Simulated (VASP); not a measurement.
# SiC (P6_3mc) in VASP: further runs, part 2 of 2

VASP 6.6.1. Earlier steps stand in the parts before.

### 3 Single point, PBE

This run uses another cell than the first one, of 9.11 Å³/atom.

File INCAR:

```
SYSTEM = SiC
PREC = Accurate ; ENCUT = 600
EDIFF = 1E-6 ; ISMEAR = 0
SIGMA = 0.01 ; LREAL = .FALSE.
LASPH = .TRUE. ; NELM = 120
ALGO = Normal ; ISIF = 2
LWAVE = .FALSE. ; LCHARG = .FALSE.
GGA = PE ; NBANDS = 16
GGA_COMPAT = .FALSE.
```

File KPOINTS:

```
Automatic mesh
0
G
  8 8 5
  0 0 0
```

File POSCAR:

```
SiC
1.0
    2.9502433526      0.0000000000      0.0000000000
   -1.4751216763      2.5549856907      0.0000000000
    0.0000000000      0.0000000000      4.8344807099
Si C
2 2
Direct
    0.3333333333      0.6666666667      0.0045671187
    0.6666666667      0.3333333333      0.5045671187
    0.3333333333      0.6666666667      0.3804328813
    0.6666666667      0.3333333333      0.8804328813
```

Potentials or basis: VASP PAW PBE potentials, release 64 (Si, C).

Started as:

```sh
cat potpaw_PBE.64/Si/POTCAR potpaw_PBE.64/C/POTCAR > POTCAR
mpirun -np 1 vasp_std > vasp.out
```

OUTCAR:

```text
SYSTEM = SiC
   PREC = Accurate
   ENCUT = 600
   EDIFF = 1E-6
   ISMEAR = 0
   LREAL = .FALSE.
   LASPH = .TRUE.
   NELM = 120
   ISIF = 2
   GGA = PE

 ion  position               nearest neighbor table
   1  0.333  0.667  0.005-   4 1.81   4 1.81   4 1.81   3 1.82   2 2.96   2 2.96   2 2.96   2 2.96
                             2 2.96   2 2.96
   2  0.667  0.333  0.505-   3 1.81   3 1.81   3 1.81   4 1.82   1 2.96   1 2.96   1 2.96   1 2.96
                             1 2.96   1 2.96
   3  0.333  0.667  0.380-   2 1.81   2 1.81   2 1.81   1 1.82
   4  0.667  0.333  0.880-   1 1.81   1 1.81   1 1.81   2 1.82

  LATTYP: Found a hexagonal cell.
 ALAT       =     2.9502433526
 C/A-ratio  =     1.6386718423

  Lattice vectors:

 A1 = (   2.9502433526,   0.0000000000,   0.0000000000)
 A2 = (  -1.4751216763,   2.5549856907,   0.0000000000)
 A3 = (   0.0000000000,   0.0000000000,   4.8344807099)

Analysis of symmetry for initial positions (statically):
=====================================================================
 Subroutine PRICEL returns:
 Original cell was already a primitive cell.

[... 180 lines left out ...]
 fundamental gap:      2.3368071554
 Fermi energy:         9.8885304222

 k-point     1 :       0.0000    0.0000    0.0000
  band No.  band energies     occupation
      1      -6.8541      2.00000
      2      -2.7769      2.00000
      3       0.3074      2.00000
      4       8.3818      2.00000
      5       8.3818      2.00000
      6       9.6557      2.00000
[... 433 lines left out ...]
      3       1.8943      2.00000
      4       2.7391      2.00000
      5       6.0906      2.00000
      6       7.0328      2.00000
[... 8 lines left out ...]
     15      22.0446      0.00000
     16      23.1331      0.00000

 [... further k-points ...]

------------------------ aborting loop because EDIFF is reached ----------------------------------------

  FORCE on cell =-STRESS in cart. coord.  units (eV):
  Direction    XX          YY          ZZ          XY          YZ          ZX
  --------------------------------------------------------------------------------------
  -------------------------------------------------------------------------------------
  Total        9.0200410      9.0200410      9.0241060      0.0000000      0.0000000     -0.0000000
  in kB      396.5728255    396.5728255    396.7515451      0.0000000      0.0000000     -0.0000000
  external PRESSURE =     396.6323987 kB  Pullay stress =       0.0000000 kB

 VOLUME and BASIS-vectors are now :
 -----------------------------------------------------------------------------
  energy-cutoff  :      600.00
  volume of cell :       36.44
      direct lattice vectors                 reciprocal lattice vectors
     2.950243353  0.000000000  0.000000000     0.338955090  0.195695812  0.000000000
    -1.475121676  2.554985691  0.000000000     0.000000000  0.391391624  0.000000000
     0.000000000  0.000000000  4.834480710     0.000000000  0.000000000  0.206847449

 POSITION                                       TOTAL-FORCE (eV/Angst)
 -----------------------------------------------------------------------------------
     -0.00000      1.70332      0.02208        -0.000000      0.000000     -0.000299
      1.47512      0.85166      2.43932         0.000000     -0.000000     -0.000299
     -0.00000      1.70332      1.83920        -0.000000      0.000000      0.000299
      1.47512      0.85166      4.25644         0.000000     -0.000000      0.000299
 -----------------------------------------------------------------------------------
    total drift:                               -0.000000      0.000000     -0.000169

  FREE ENERGIE OF THE ION-ELECTRON SYSTEM (eV)
  ---------------------------------------------------
  free  energy   TOTEN  =       -29.4946106894 eV

  energy  without entropy=      -29.4946106894  energy(sigma->0) =      -29.49461069
```

OSZICAR:

```text
N       E                     dE             d eps       ncg     rms          rms(c)
DAV:   1     0.310668812355E+02    0.31067E+02   -0.78977E+03   960   0.101E+03
DAV:   2    -0.314688268031E+02   -0.62536E+02   -0.57333E+02  1408   0.174E+02
DAV:   3    -0.339858034296E+02   -0.25170E+01   -0.25077E+01  1264   0.313E+01
DAV:   4    -0.340008582492E+02   -0.15055E-01   -0.15053E-01  1216   0.302E+00
DAV:   5    -0.340009869907E+02   -0.12874E-03   -0.12874E-03  1264   0.262E-01    0.145E+01
DAV:   6    -0.296830135945E+02    0.43180E+01   -0.71616E+00  1216   0.169E+01    0.681E+00
DAV:   7    -0.295153826666E+02    0.16763E+00   -0.14660E+00  1368   0.727E+00    0.275E+00
DAV:   8    -0.294961420120E+02    0.19241E-01   -0.60605E-02  1112   0.153E+00    0.725E-01
DAV:   9    -0.294943522840E+02    0.17897E-02   -0.77679E-03  1280   0.623E-01    0.114E-01
DAV:  10    -0.294945894708E+02   -0.23719E-03   -0.82094E-04  1192   0.171E-01    0.560E-02
DAV:  11    -0.294946098586E+02   -0.20388E-04   -0.63808E-05  1168   0.599E-02    0.139E-02
DAV:  12    -0.294946106894E+02   -0.83075E-06   -0.48763E-06  1216   0.137E-02
   1 F= -.29494611E+02 E0= -.29494611E+02  d E =-.357036E-77
```

stdout:

```text
POSCAR found type information on POSCAR SiC
 POSCAR found :  2 types and       4 ions
 scaLAPACK will be used
 LDA part: xc-table for (Slater+PW92), standard interpolation
 POSCAR, INCAR and KPOINTS ok, starting setup
 FFT: planning ... GRIDC
 FFT: planning ... GRID_SOFT
 FFT: planning ... GRID
 WAVECAR not read
 entering main loop
```

Run time: 18 s. Hardware: 1 thread of Intel Xeon 8259CL, shared host; peak memory 0.16 GiB.

What came out:

```
Free energy            : -29.4946 eV
Pressure               : 39.7 GPa
Band gap on the k mesh : 2.34 eV (least direct gap 4.21 eV)
```

Levels at points of the mesh, in eV from the valence-band top:
| k point | band 5 | band 6 | band 7 | band 8 | band 9 | band 10 | band 11 | band 12 |
| --- | --- | --- | --- | --- | --- | --- | --- | --- |
| (0.00, 0.00, 0.00) | -1.38 | -0.10 | 0.00 | 0.00 | 5.89 | 7.45 | 7.45 | 7.55 |
| (0.50, 0.00, 0.00) | -5.88 | -3.65 | -3.58 | -1.22 | 2.99 | 4.36 | 7.64 | 7.86 |

Caveat: the cell stands under pressure; an odd mesh through Γ misses points on the zone boundary, where band edges can lie.

### 4 Single point, PBE

This run uses another cell than the first one, of 9.70 Å³/atom.

File INCAR:

```
SYSTEM = SiC
PREC = Accurate ; ENCUT = 600
EDIFF = 1E-6 ; ISMEAR = 0
SIGMA = 0.01 ; LREAL = .FALSE.
LASPH = .TRUE. ; NELM = 120
ALGO = Normal ; ISIF = 2
LWAVE = .FALSE. ; LCHARG = .TRUE.
GGA = PE ; LELF = .TRUE.
LVHAR = .TRUE. ; NBANDS = 16
GGA_COMPAT = .FALSE.
```

File KPOINTS:

```
regular mesh
0
G
  8 8 5
  0 0 0
```

File POSCAR:

```
SiC
1.0
    3.0114150384      0.0000000000      0.0000000000
   -1.5057075192      2.6079619246      0.0000000000
    0.0000000000      0.0000000000      4.9381907191
Si C
2 2
Direct
    0.3333333333      0.6666666667      0.0045962560
    0.6666666667      0.3333333333      0.5045962560
    0.3333333333      0.6666666667      0.3804037440
    0.6666666667      0.3333333333      0.8804037440
```

Started as:

```sh
cat potpaw_PBE.64/Si/POTCAR potpaw_PBE.64/C/POTCAR > POTCAR
mpirun -np 1 vasp_std > vasp.out
```

Wall time 20 s (1 thread of Intel Xeon 8259CL, shared host); peak memory 0.16 GiB.

It converged, with:

- Free energy: -29.9244 eV
- Pressure: 19.7 GPa
- Band gap on the k mesh: 2.43 eV (least direct gap 4.09 eV)

Levels at points of the mesh, in eV from the valence-band top:
| k point | band 6 | band 7 | band 8 | band 9 | band 10 | band 11 |
| --- | --- | --- | --- | --- | --- | --- |
| (0.00, 0.00, 0.00) | -0.11 | 0.00 | 0.00 | 5.34 | 6.90 | 7.05 |
| (0.50, 0.00, 0.00) | -3.47 | -3.45 | -1.21 | 2.88 | 4.29 | 7.38 |

Caveat: the cell stands under pressure; an odd mesh through Γ misses points on the zone boundary, where band edges can lie. As with any semilocal functional, this PBE gap is likely too small.

### 5 Single point, PBE

This run uses another cell than the first one, of 10.50 Å³/atom.

File INCAR:

```
ALGO     = Normal         # electronic algorithm
EDIFF    = 1E-6           # SCF threshold, eV
ENCUT    = 600            # plane-wave cutoff, eV
GGA      = PE             # functional
GGA_COMPAT= False        
ISIF     = 2              # what is computed and relaxed
ISMEAR   = 0              # smearing method
LASPH    = True           # aspherical terms in the spheres
LCHARG   = False          # write CHGCAR
LREAL    = False          # projectors in reciprocal space
LWAVE    = False          # write WAVECAR
NBANDS   = 16             # bands
NELM     = 120            # most SCF steps
PREC     = Accurate       # precision mode
SIGMA    = 0.01           # smearing width, eV
```

File KPOINTS:

```
k-points
0
Gamma
  8 8 5
```

File POSCAR:

```
SiC
1.0
    3.0919143656      0.0000000000      0.0000000000
   -1.5459571828      2.6776763869      0.0000000000
    0.0000000000      0.0000000000      5.0739864156
Si C
2 2
Direct
    0.3333333333      0.6666666667      0.0045748680
    0.6666666667      0.3333333333      0.5045748680
    0.3333333333      0.6666666667      0.3804251320
    0.6666666667      0.3333333333      0.8804251320
```

Started as:

```sh
cat potpaw_PBE.64/Si/POTCAR potpaw_PBE.64/C/POTCAR > POTCAR
mpirun -np 1 vasp_std > vasp.out
```

Wall time 35 s (1 thread of Intel Xeon 8259CL, shared host); peak memory 0.17 GiB.

Results (log left out):

* Free energy: -30.1118 eV
* Pressure: -0.2 GPa
* Band gap on the k mesh: 2.55 eV (least direct gap 3.94 eV)

Levels at points of the mesh, in eV from the valence-band top:
| k point | band 5 | band 6 | band 7 | band 8 | band 9 | band 10 | band 11 | band 12 |
| --- | --- | --- | --- | --- | --- | --- | --- | --- |
| (0.00, 0.00, 0.00) | -1.31 | -0.11 | 0.00 | 0.00 | 4.67 | 6.05 | 6.57 | 6.57 |
| (0.50, 0.00, 0.00) | -5.37 | -3.29 | -3.24 | -1.19 | 2.75 | 4.21 | 6.76 | 7.07 |

Caveat: an odd mesh through Γ misses points on the zone boundary, where band edges can lie.

### 6 The runs side by side

```csv
cell,gap on the mesh (eV),pressure (GPa)
"a = 2.901, b = 2.901, c = 4.750 Å, angles 90.0, 90.0, 120.0°, 4 atoms",2.26,59.6
"a = 2.950, b = 2.950, c = 4.834 Å, angles 90.0, 90.0, 120.0°, 4 atoms",2.34,39.7
"a = 3.011, b = 3.011, c = 4.938 Å, angles 90.0, 90.0, 120.0°, 4 atoms",2.43,19.7
"a = 3.092, b = 3.092, c = 5.074 Å, angles 90.0, 90.0, 120.0°, 4 atoms",2.55,-0.2
```

Alike in all rows: task single point; level PBE; potentials or basis VASP PAW PBE potentials, release 64 (Si, C); no spin polarisation; k mesh 8 × 8 × 5; cutoff (eV) 600; smearing gaussian 0.01 eV.

Caveats: an odd mesh through Γ misses points on the zone boundary, where band edges can lie; the cell stands under pressure (at least some runs).

Total energies depend on the potentials used, so only differences within one code and one set of settings carry meaning.
